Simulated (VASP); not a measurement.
## Ge: single point with PBEsol

Ge:

```
Ge
1.0
     4.15566    0.00000    0.00000
    -2.07783    3.59890    0.00000
     0.00000    0.00000   11.27903
Ge
4
Direct
  0.00000 0.00000 0.97745
  0.00000 0.00000 0.47745
  0.33333 0.66667 0.91485
  0.66667 0.33333 0.41485
```

| Quantity | Value |
| --- | --- |
| Program | VASP 6.6.1 |
| Task | single point |
| Functional | PBEsol |
| Potentials or basis | VASP PAW PBE potentials, release 64 (Ge_d) |
| Cutoff | 520 eV |
| k mesh | 7 × 7 × 2 |
| Occupations | gaussian, width 0.15 eV |
| Spin | no spin polarisation |

The pressure is -3.2 GPa and the largest force is 0.329 eV/Å. The band gap on the k mesh is 0.33 eV, indirect (least direct gap 0.45 eV).

Forces on the atoms (eV/Å):
```
Ge   0.000  0.000 -0.329
Ge   0.000  0.000 -0.329
Ge   0.000  0.000  0.329
Ge   0.000  0.000  0.329
```

Stress tensor (GPa, compression positive):
```
-4.44  0.00  0.00
 0.00 -4.44  0.00
 0.00  0.00 -0.76
```

Levels at points of the mesh, in eV from the valence-band top:
```tsv
k point	band 26	band 27	band 28	band 29	band 30	band 31
(0.00, 0.00, 0.00)	-0.13	-0.12	-0.12	0.33	0.56	2.08
(0.00, 0.00, 0.50)	-0.13	-0.13	-0.13	0.41	0.41	2.93
```

It took 78 s on 1 thread of Intel(R) Xeon(R) Platinum 8488C (Sapphire Rapids) (shared host), peak memory 0.3 GiB.

Caveat: the PAW data sets were made with another functional, which shifts forces and pressure a little. A k mesh can miss the band edges.
